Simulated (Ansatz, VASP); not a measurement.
# One calculation of BiSb2O2, two programs

Contents of INCAR:

```
SYSTEM = BiSb2O2
  PREC = Accurate
  ENCUT = 600
  EDIFF = 1E-6
  ISMEAR = 0
  SIGMA = 0.1
  LREAL = .FALSE.
  LASPH = .TRUE.
  NELM = 100
  ALGO = Normal
  ISIF = 3
  LWAVE = .FALSE.
  LCHARG = .FALSE.
  GGA = PE
  IBRION = 2
  NSW = 100
  EDIFFG = -0.01
```

Contents of KPOINTS:

```
Automatic mesh
0
G
  10 10 4
  0 0 0
```

File POSCAR:

```
BiSb2O2
1.0
    4.1770689155      0.0000000000      0.0000000000
    0.0000000000      4.1770689155      0.0000000000
    0.0000000000      0.0000000000      8.7939952388
Sb Bi O
2 1 2
Direct
    0.0000000000      0.0000000000      0.3459426968
    0.0000000000      0.0000000000      0.6540573032
    0.5000000000      0.5000000000      0.0000000000
    0.0000000000      0.5000000000      0.0000000000
    0.5000000000      0.0000000000      0.0000000000
```

Input for Ansatz:

```yaml
crystal:
  lattice:
    - [4.1770689155, 0.0, 0.0]
    - [0.0, 4.1770689155, 0.0]
    - [0.0, 0.0, 8.7939952388]
  atoms:
    - { symbol: Sb, position: [0.0, 0.0, 0.3459426968] }
    - { symbol: Sb, position: [0.0, 0.0, 0.6540573032] }
    - { symbol: Bi, position: [0.5, 0.5, 0.0] }
    - { symbol: O, position: [0.0, 0.5, 0.0] }
    - { symbol: O, position: [0.5, 0.0, 0.0] }
basis:
  ecutwfc: 420
kpoints:
  mp_grid: { grid: [10, 10, 4] }
hamiltonian:
  xc: pbe
scf:
  occupations: { method: gaussian, width: 0.1 }
output:
  forces: true
  stress: true
  eigenvalues: true
  write_density: true
  write_potential: true
  elf: true
  volumetric_format: npy
relax:
  adjacent_minimum: "off"
  f_tol: 0.01
  max_steps: 80
  cell: { stress_tol: 0.05 }
```

Alike in both runs: task relaxation of cell and atoms; functional PBE; k mesh 10 × 10 × 4; occupations gaussian, width 0.1 eV; no spin polarisation.

```csv
,VASP,Ansatz
version,VASP 6.6.1,Ansatz 0.2.0
potentials or method,"VASP PAW PBE potentials, release 64 (Sb, Bi_d, O), cutoff 600 eV","scalar-relativistic, plane waves, PAW"
valence electrons in the cell,37,57
```

Ansatz gave:

* gap on the k mesh at the Fermi level, each at its own relaxed structure (eV): none
* relaxed volume (Å³/atom): 31.12
* relaxed cell length with the largest relative difference (Å): 8.963

Problem. What did VASP give for the same quantities?

Solution. gap on the k mesh at the Fermi level, each at its own relaxed structure (eV): none; relaxed volume (Å³/atom): 30.69; relaxed cell length with the largest relative difference (Å): 8.771.

A gap of «none» marks a metal or a gap that the smearing closes. VASP's potentials hold 37 valence electrons a cell and Ansatz's 57, so a difference there can come from the potentials and not from the codes.

Spin-orbit coupling is off throughout.
